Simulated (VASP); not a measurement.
# TiN (Osbornite): relaxation of cell and atoms with PBE

Crystal: TiN (Osbornite).

```
CELL_PARAMETERS angstrom
0.00000 2.11900 2.11900
2.11900 0.00000 2.11900
2.11900 2.11900 0.00000
ATOMIC_POSITIONS crystal
Ti 0.00000 0.00000 0.00000
N 0.50000 0.50000 0.50000
```

- Program: VASP 6.6.1
- Task: relaxation of cell and atoms
- Functional: PBE
- Potentials or basis: VASP PAW PBE potentials, release 64 (Ti_sv, N)
- Cutoff: 600 eV
- k mesh: 12 × 12 × 12
- Occupations: methfessel-paxton, width 0.05 eV
- Spin: no spin polarisation
- Target pressure: 4 GPa
- Dipole correction: no
- Further INCAR settings: ALGO = Normal; EDIFF = 1e-06; IBRION = 2; EDIFFG = -0.005; NSW = 80; ISIF = 3

```
Relaxed volume                                         : 9.45 Å³/atom
Relaxed cell                                           : a = 2.990 Å, b = 2.990 Å, c = 2.990 Å, α = 60.00°, β = 60.00°, γ = 60.00°
Space group after relaxing (to 0.05 Å)                 : Fm-3m (No. 225)
Energy change on relaxing (the enthalpy is what falls) : +1.2 meV/atom
Ionic steps                                            : 3
Pressure after relaxing                                : 4.0 GPa
```

The path:
```tsv
step	energy change (eV)	largest force (eV/Å)	pressure (GPa)	volume (Å³)
1	0.0000	0.0000	2.04	19.03
2	0.0090	0.0000	7.04	18.71
3	0.0024	0.0000	4.02	18.90
```

Final structure:
```
Ti N
1.0
     0.00000    2.11437    2.11437
     2.11437    0.00000    2.11437
     2.11437    2.11437    0.00000
Ti N
1 1
Direct
  0.00000 0.00000 0.00000
  0.50000 0.50000 0.50000
```

Levels at points of the mesh, in eV from the Fermi level:
```tsv
k point	band 6	band 7	band 8	band 9	band 10	band 11	band 12
(0.00, 0.00, 0.00)	-2.00	-2.00	-2.00	-0.57	-0.57	-0.57	0.63
(0.50, 0.00, 0.00)	-8.09	-5.48	-5.48	1.75	1.75	2.44	5.85
(0.50, 0.50, 0.00)	-5.80	-3.19	-3.19	-3.05	1.71	2.46	2.46
```

It took 18 s on 1 thread of Intel(R) Xeon(R) 6975P-C (Granite Rapids), on a shared host, peak memory 0.15 GiB.

Caveat: the cell is relaxed towards a set pressure, so the enthalpy falls and the energy may rise.
